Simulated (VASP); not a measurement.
Runs of VASP 6.6.1 on SiO2. The structure is that of space group P4_2/mnm (No. 136), or close to it. The cells are those of the table. 

| task | cell | cutoff (eV) | gap on the mesh (eV) | pressure (GPa) | largest force (eV/Å) |
| --- | --- | --- | --- | --- | --- |
| electric field gradients | a = 4.222, b = 4.222, c = 2.668 Å, 6 atoms | 520 | 5.30 | 4.9 | 0.04 |
| electric field gradients | a = 4.166, b = 4.166, c = 2.659 Å, 6 atoms | 520 | 5.80 | (b) | 0.32 |
| single point | a = 4.222, b = 4.222, c = 2.668 Å, 6 atoms | 520 | 5.30 | 4.9 | 0.04 |
| single point | a = 4.262, b = 4.262, c = 2.720 Å, 6 atoms | 520 | (a) | -6.8 | (c) |
| single point | a = 4.306, b = 4.306, c = 2.668 Å, 6 atoms | 600 | 4.69 | -6.0 | 0.39 |

Alike in all rows: level PBE; potentials or basis VASP PAW PBE potentials, release 64 (Si, O); no spin polarisation; k mesh 6 × 6 × 9; smearing fermi-dirac 0.03 eV.

Question: Estimate the missing entries.

Answer: (a) 4.60; (b) 14.6; (c) 0.15.

A k mesh can miss the band edges.
